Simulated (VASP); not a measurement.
# Sb in VASP: a series of runs

Sb is run at these levels: PBE+D3(BJ); tasks: single point.

Program: VASP 6.6.1. These are calculated values, not measurements. Logs are shortened: lines on timing, memory, paths and dates and some standing lists are left out, and cuts for length are marked.

### 1 The cell of the first run

The cell holds a slab with vacuum, 4 atoms: a = 4.069 Å, b = 4.069 Å, c = 20.800 Å, α = 90.00°, β = 90.00°, γ = 120.00°.

### 2 Single point, PBE+D3(BJ) (layers slid over each other)

INCAR

```
PREC = Accurate ; ENCUT = 520
EDIFF = 1E-7 ; ISMEAR = 0
SIGMA = 0.05 ; LREAL = False
LASPH = True ; NELM = 100
ALGO = Normal ; ISIF = 2
LWAVE = False ; LCHARG = True
LDIPOL = True ; IDIPOL = 3
DIPOL = 0.5 0.5 0.388 ; GGA = PE
IVDW = 12 ; LELF = True
LVHAR = True ; LVACPOTAV = True
NBANDS = 18
```

KPOINTS

```
Automatic mesh
0
Gamma
  9 9 1
```

POSCAR

```
Sb
1.0
    4.0686848921      0.0000000000      0.0000000000
   -2.0343424461      3.5235844766      0.0000000000
    0.0000000000      0.0000000000     20.8000277116
Sb
4
Direct
    0.3333333333      0.6666666667      0.2956733491
    0.6666666667      0.3333333333      0.2163458656
    0.8888888889      1.0000000000      0.5600967399
    0.5555555556      1.3333333333      0.4807692564
```

Potentials or basis: VASP PAW PBE potentials, release 64 (Sb).

Run with:

```sh
> cat potpaw_PBE.64/Sb/POTCAR > POTCAR
> mpirun -np 1 vasp_std > vasp.out
```

OUTCAR:

```text
PREC = Accurate
   ENCUT = 520
   EDIFF = 1E-7
   ISMEAR = 0
   LREAL = False
   LASPH = True
   NELM = 100
   ISIF = 2
   GGA = PE
   IVDW = 12
 IVDW          = 12

 ion  position               nearest neighbor table
   1  0.333  0.667  0.296-   2 2.87   2 2.87   2 2.87
   2  0.667  0.333  0.216-   1 2.87   1 2.87   1 2.87
   3  0.889  0.000  0.560-   4 2.87   4 2.87   4 2.87
   4  0.556  0.333  0.481-   3 2.87   3 2.87   3 2.87

  LATTYP: Found a hexagonal cell.
 ALAT       =     4.0686848921
 C/A-ratio  =     5.1122237930

  Lattice vectors:

 A1 = (   4.0686848921,   0.0000000000,   0.0000000000)
 A2 = (  -2.0343424461,   3.5235844766,   0.0000000000)
 A3 = (   0.0000000000,   0.0000000000,  20.8000277116)

Analysis of symmetry for initial positions (statically):
=====================================================================
 Subroutine PRICEL returns:
 Original cell was already a primitive cell.

 Routine SETGRP: Setting up the symmetry group for a
 hexagonal supercell.

 Subroutine GETGRP returns: Found  1 space group operations
 (whereof  1 operations were pure point group operations)
 out of a pool of 24 trial point group operations.

The static configuration has the point symmetry C_1 .

Analysis of symmetry for dynamics (positions and initial velocities):
=====================================================================
 Subroutine PRICEL returns:
 Original cell was already a primitive cell.

 Routine SETGRP: Setting up the symmetry group for a
 hexagonal supercell.

 Subroutine GETGRP returns: Found  1 space group operations
 (whereof  1 operations were pure point group operations)
 out of a pool of 24 trial point group operations.

The dynamic configuration has the point symmetry C_1 .

 Subroutine INISYM returns: Found  1 space group operations
 (whereof  1 operations are pure point group operations),
 and found     1 'primitive' translations

----------------------------------------------------------------------------------------

                                     Primitive cell

  volume of cell :     298.1966

  direct lattice vectors                    reciprocal lattice vectors
     4.068684892  0.000000000  0.000000000     0.245779663  0.141900954  0.000000000
    -2.034342446  3.523584477  0.000000000     0.000000000  0.283801909  0.000000000
     0.000000000  0.000000000 20.800027712     0.000000000  0.000000000  0.048076859

  length of vectors
     4.068684892  4.068684892 20.800027712     0.283801909  0.283801909  0.048076859

  position of ions in fractional coordinates (direct lattice)
     0.333333333  0.666666667  0.295673349
     0.666666667  0.333333333  0.216345866
[... 91 lines left out ...]
   PSTRESS=    0.0 pullay stress
   NELECT =      20.0000    total number of electrons
   NUPDOWN=      -1.0000    fix difference up-down
   EMIN   =  10.00;   EMAX   =-10.00  energy-range for DOS
   EFERMI =   0.00;   METHOD = LEGACY
   ISMEAR =     0;   SIGMA  =   0.05  broadening in eV -4-tet -1-fermi 0-gaus
   EFERMI_NEDOS =   21; number of points for ismear=-14 and -15
   IALGO  =     38    algorithm
   IMIX   =      4    mixing-type and parameters
     AMIX     =   0.40;   BMIX     =  1.00
     AMIX_MAG =   1.60;   BMIX_MAG =  1.00
  volume/ion in A,a.u.               =      74.55       503.08
  Fermi-wavevector in a.u.,A,eV,Ry     =   0.665146  1.256945  6.019487  0.442420
  Thomas-Fermi vector in A             =   1.739052
   LORBIT       =      0    0 simple, 1 ext, 2 COOP (PROOUT), +10 PAW based schemes
   GGA     = PE    functional components
   LHFCALC =     F    Hartree Fock is set to
   AEXX    =    0.0000 exact exchange contribution
   IVDW    =    12    specifies the selected vdW correction
   LEPSILON=     F    determine dielectric tensor
   LRPA    =     F    only Hartree local field effects (RPA)
 non-spin polarized calculation
 Gauss-broadening in eV      SIGMA  =   0.05
  energy-cutoff  :      520.00
  volume of cell :      298.20
 maximum number of plane-waves:      8073
   NGX = 15   NGY = 15   NGZ = 77

 dipolmoment           0.000000      0.000000     -0.000001 electrons x Angstroem

 number of electron      20.0000000 magnetization

 dipolmoment           0.000000      0.000000      0.002410 electrons x Angstroem

 Free energy of the ion-electron system (eV)
  ---------------------------------------------------
  ext. energy  EPLUGINS =         0.00000000
  ---------------------------------------------------
  free energy    TOTEN  =       -16.22055009 eV

  energy without entropy =      -16.22055009  energy(sigma->0) =      -16.22055009

 E-fermi :   0.1700     XC(G=0):  -4.7605

 val. band max:       -0.0985367996   @ k =   0.0000   0.0000   0.0000
 cond. band min:       0.7890359110   @ k =   0.3333  -0.0000   0.0000
 fundamental gap:      0.8875727106
 Fermi energy:         0.1699574380

 k-point     1 :       0.0000    0.0000    0.0000
  band No.  band energies     occupation
      1     -11.6552      2.00000
      2     -11.5925      2.00000
      3      -6.7623      2.00000
      4      -6.3789      2.00000
      5      -1.4061      2.00000
      6      -0.3202      2.00000
[... 481 lines left out ...]
      5      -3.4253      2.00000
      6      -3.1685      2.00000
[... 10 lines left out ...]
     17       5.2013      0.00000
     18       5.5261      0.00000

 [... further k-points ...]

------------------------ aborting loop because EDIFF is reached ----------------------------------------

 Edisp (eV)   -1.16544

 E8    (eV) :    -0.5591

  FORCE on cell =-STRESS in cart. coord.  units (eV):
  Direction    XX          YY          ZZ          XY          YZ          ZX
  --------------------------------------------------------------------------------------
  -------------------------------------------------------------------------------------
  Total       0.04163     0.05008    -0.38899    -0.04634    -0.03124     0.07957
  in kB       0.22370     0.26910    -2.08998    -0.24898    -0.16787     0.42751
  external pressure =       -0.53 kB  Pullay stress =        0.00 kB

 VOLUME and BASIS-vectors are now :
 -----------------------------------------------------------------------------
  energy-cutoff  :      520.00
  volume of cell :      298.20
      direct lattice vectors                 reciprocal lattice vectors
     4.068684892  0.000000000  0.000000000     0.245779663  0.141900954  0.000000000
    -2.034342446  3.523584477  0.000000000     0.000000000  0.283801909  0.000000000
     0.000000000  0.000000000 20.800027712     0.000000000  0.000000000  0.048076859

 POSITION                                       TOTAL-FORCE (eV/Angst)
 -----------------------------------------------------------------------------------
     -0.00000      2.34906      6.15001        -0.010834      0.003618      0.205659
      2.03434      1.17453      4.50000        -0.004431      0.002509     -0.060950
      3.61661      0.00000     11.65003         0.007542     -0.002003      0.054293
      1.58227      1.17453     10.00001         0.007723     -0.004124     -0.199002
 -----------------------------------------------------------------------------------
    total drift:                               -0.000024      0.000006     -0.000042

  FREE ENERGIE OF THE ION-ELECTRON SYSTEM (eV)
  ---------------------------------------------------
  free  energy   TOTEN  =       -17.3859924758 eV

  energy  without entropy=      -17.3859924758  energy(sigma->0) =      -17.38599248

 vacuum level on the upper side and lower side of the slab         4.632         4.602
```

OSZICAR:

```text
N       E                     dE             d eps       ncg     rms          rms(c)
DAV:   1     0.104642419264E+03    0.10464E+03   -0.58927E+03  1476   0.781E+02
DAV:   2    -0.617584622659E+01   -0.11082E+03   -0.10568E+03  1938   0.130E+02
DAV:   3    -0.160553983735E+02   -0.98796E+01   -0.98035E+01  2080   0.444E+01
[... 12 lines left out ...]
DAV:  16    -0.162205389117E+02   -0.14932E-04   -0.24943E-07  1526   0.212E-03    0.775E-04
DAV:  17    -0.162205474050E+02   -0.84933E-05   -0.21191E-07  1398   0.147E-03    0.248E-04
DAV:  18    -0.162205498832E+02   -0.24781E-05   -0.97583E-08  1450   0.925E-04    0.119E-04
DAV:  19    -0.162205500324E+02   -0.14921E-06   -0.30455E-09  1344   0.266E-04    0.631E-05
DAV:  20    -0.162205500925E+02   -0.60172E-07   -0.33860E-09  1292   0.212E-04
   1 F= -.17385992E+02 E0= -.17385992E+02  d E =-.106971E-15
```

stdout:

```text
POSCAR found type information on POSCAR Sb
 POSCAR found :  1 types and       4 ions
 scaLAPACK will be used
 LDA part: xc-table for (Slater+PW92), standard interpolation
 POSCAR, INCAR and KPOINTS ok, starting setup
 FFT: planning ... GRIDC
 FFT: planning ... GRID_SOFT
 FFT: planning ... GRID
 WAVECAR not read
 entering main loop
 -----------------------------------------------------------------------------
|                                                                             |
|           W    W    AA    RRRRR   N    N  II  N    N   GGGG   !!!           |
|           W    W   A  A   R    R  NN   N  II  NN   N  G    G  !!!           |
|           W    W  A    A  R    R  N N  N  II  N N  N  G       !!!           |
|           W WW W  AAAAAA  RRRRR   N  N N  II  N  N N  G  GGG   !            |
|           WW  WW  A    A  R   R   N   NN  II  N   NN  G    G                |
|           W    W  A    A  R    R  N    N  II  N    N   GGGG   !!!           |
|                                                                             |
|     Did not find any points to average over, which means that no vacuum     |
|     field-free region was found. Please increase the size of  your cell     |
|     in the dimension of the dipole correction to obtain accurate            |
|     workfunction values.                                                    |
|                                                                             |
 -----------------------------------------------------------------------------
```

Run time: 6.2 min. Hardware: 1 thread of Intel Xeon Platinum 8488C (Sapphire Rapids), shared host; peak memory 0.45 GiB.

What came out:

```
Free energy                : -17.3860 eV
Largest force              : 0.206 eV/Å
Band gap on the k mesh     : 0.89 eV (least direct gap 1.48 eV)
Dispersion energy per atom : -0.291 eV
```

Forces on the atoms (eV/Å):
```
Sb  -0.011  0.004  0.206
Sb  -0.004  0.003 -0.061
Sb   0.008 -0.002  0.054
Sb   0.008 -0.004 -0.199
```

Caveat: the cell differs from its parent crystal (layers slid over each other); spin-orbit coupling is left out, which moves the levels of the heavy elements.

### 3 Single point, PBE+D3(BJ) (layers slid over each other)

INCAR

```
PREC     = Accurate       # precision mode
ENCUT    = 520            # plane-wave cutoff, eV
EDIFF    = 1E-6           # SCF threshold, eV
ISMEAR   = 0              # smearing method
SIGMA    = 0.05           # smearing width, eV
LREAL    = False          # projectors in reciprocal space
LASPH    = True           # aspherical terms in the spheres
NELM     = 80             # most SCF steps
ALGO     = Normal         # electronic algorithm
ISIF     = 2              # what is computed and relaxed
LWAVE    = False          # write WAVECAR
LCHARG   = False          # write CHGCAR
LDIPOL   = True         
IDIPOL   = 3            
DIPOL    = 0.5 0.5 0.388
GGA      = PE             # functional
IVDW     = 12             # dispersion correction
NBANDS   = 18             # bands
```

KPOINTS

```
regular mesh
0
Gamma
  9 9 1
```

POSCAR: that of step 2 with these lines changed.

```diff
@@ -10,3 +10,3 @@
     0.6666666667      0.3333333333      0.2163458656
-    0.8888888889      1.0000000000      0.5600967399
-    0.5555555556      1.3333333333      0.4807692564
+    0.8888888889      1.2222222222      0.5600967399
+    0.5555555556      1.5555555556      0.4807692564
```

Potentials or basis: VASP PAW PBE potentials, release 64 (Sb).

Run with:

```sh
> cat potpaw_PBE.64/Sb/POTCAR > POTCAR
> mpirun -np 1 vasp_std > vasp.out
```

OUTCAR:

```text
PREC = Accurate
   ENCUT = 520
   EDIFF = 1E-6
   ISMEAR = 0
   LREAL = False
   LASPH = True
   NELM = 80
   ISIF = 2
   GGA = PE
   IVDW = 12
 IVDW          = 12

 ion  position               nearest neighbor table
   1  0.333  0.667  0.296-   2 2.87   2 2.87   2 2.87
   2  0.667  0.333  0.216-   1 2.87   1 2.87   1 2.87
   3  0.889  0.222  0.560-   4 2.87   4 2.87   4 2.87
   4  0.556  0.556  0.481-   3 2.87   3 2.87   3 2.87

  LATTYP: Found a hexagonal cell.
 ALAT       =     4.0686848921
 C/A-ratio  =     5.1122237930

  Lattice vectors:

[... 710 lines left out ...]
  -------------------------------------------------------------------------------------
  Total       0.14191     0.03674    -0.03165    -0.03547    -0.09706     0.26972
  in kB       0.76246     0.19740    -0.17003    -0.19057    -0.52149     1.44917
  external pressure =        0.26 kB  Pullay stress =        0.00 kB

 VOLUME and BASIS-vectors are now :
 -----------------------------------------------------------------------------
  energy-cutoff  :      520.00
  volume of cell :      298.20
      direct lattice vectors                 reciprocal lattice vectors
     4.068684892  0.000000000  0.000000000     0.245779663  0.141900954  0.000000000
    -2.034342446  3.523584477  0.000000000     0.000000000  0.283801909  0.000000000
     0.000000000  0.000000000 20.800027712     0.000000000  0.000000000  0.048076859

 POSITION                                       TOTAL-FORCE (eV/Angst)
 -----------------------------------------------------------------------------------
     -0.00000      2.34906      6.15001        -0.035628      0.014128      0.147980
      2.03434      1.17453      4.50000        -0.017847      0.005091     -0.079175
      3.16453      0.78302     11.65003         0.019815     -0.008586      0.076548
      1.13019      1.95755     10.00001         0.033660     -0.010633     -0.145352
 -----------------------------------------------------------------------------------
    total drift:                               -0.000039     -0.000033      0.000009

  FREE ENERGIE OF THE ION-ELECTRON SYSTEM (eV)
  ---------------------------------------------------
  free  energy   TOTEN  =       -17.3563086475 eV

  energy  without entropy=      -17.3563086475  energy(sigma->0) =      -17.35630865

 vacuum level on the upper side and lower side of the slab         4.527         4.518
```

Wall time 5.5 min (1 thread of Intel Xeon Platinum 8488C (Sapphire Rapids), shared host); peak memory 0.44 GiB.

Results:

```
Free energy                : -17.3563 eV
Largest force              : 0.153 eV/Å
Band gap on the k mesh     : 0.89 eV (least direct gap 1.41 eV)
Dispersion energy per atom : -0.291 eV
```

Forces in eV/Å, atoms in the order of the input:
```
Sb  -0.036  0.014  0.148
Sb  -0.018  0.005 -0.079
Sb   0.020 -0.009  0.077
Sb   0.034 -0.011 -0.145
```

Caveat: the cell differs from its parent crystal (layers slid over each other); spin-orbit coupling is left out, which moves the levels of the heavy elements.

### 4 Single point, PBE+D3(BJ) (layers slid over each other)

INCAR

```
SYSTEM = Sb
PREC = Accurate ; ENCUT = 520
EDIFF = 1E-6 ; ISMEAR = 0
SIGMA = 0.05 ; LREAL = .FALSE.
LASPH = .TRUE. ; NELM = 80
ALGO = Normal ; ISIF = 2
LWAVE = .FALSE. ; LCHARG = .TRUE.
LDIPOL = .TRUE. ; IDIPOL = 3
DIPOL = 0.5 0.5 0.388 ; GGA = PE
IVDW = 12 ; LELF = .TRUE.
LVHAR = .TRUE. ; LVACPOTAV = .TRUE.
NBANDS = 18
```

KPOINTS

```
regular mesh
0
G
  9 9 1
  0 0 0
```

POSCAR: that of step 3 with these lines changed.

```diff
@@ -10,3 +10,3 @@
     0.6666666667      0.3333333333      0.2163458656
-    0.8888888889      1.2222222222      0.5600967399
-    0.5555555556      1.5555555556      0.4807692564
+    0.7777777778      0.7777777778      0.5600967399
+    0.4444444444      1.1111111111      0.4807692564
```

Run with:

```sh
> cat potpaw_PBE.64/Sb/POTCAR > POTCAR
> mpirun -np 1 vasp_std > vasp.out
```

Wall time 6 min (1 thread of Intel Xeon Platinum 8488C (Sapphire Rapids), shared host); peak memory 0.44 GiB.

Results (log left out):

| Quantity | Value |
| --- | --- |
| Free energy | -17.3764 eV |
| Largest force | 0.188 eV/Å |
| Band gap on the k mesh | 0.88 eV (least direct gap 1.45 eV) |
| Dispersion energy per atom | -0.291 eV |

Forces on the atoms (eV/Å):
```
Sb   0.002 -0.023  0.187
Sb   0.004 -0.011 -0.066
Sb   0.000  0.014  0.062
Sb  -0.006  0.019 -0.183
```

Levels at points of the mesh, in eV from the valence-band top:
```csv
k point,band 6,band 7,band 8,band 9,band 10,band 11,band 12,band 13,band 14,band 15
"(0.00, 0.00, 0.00)",-0.21,-0.06,-0.04,-0.02,0.00,1.48,1.97,2.71,2.74,2.79
```

Caveat: the cell differs from its parent crystal (layers slid over each other); spin-orbit coupling is left out, which moves the levels of the heavy elements.

### 5 The runs side by side

```tsv
cell	gap on the mesh (eV)	largest force (eV/Å)
as given, atomic positions A	0.89	0.21
as given, atomic positions B	0.89	0.15
as given, atomic positions C	0.88	0.19
```

Alike in all rows: task single point; level PBE+D3(BJ); potentials or basis VASP PAW PBE potentials, release 64 (Sb); no spin polarisation; k mesh 9 × 9 × 1; cutoff (eV) 520; smearing gaussian 0.05 eV.

Caveats: spin-orbit coupling is left out, which moves the levels of the heavy elements.

Total energies depend on the potentials used, so only differences within one code and one set of settings carry meaning.
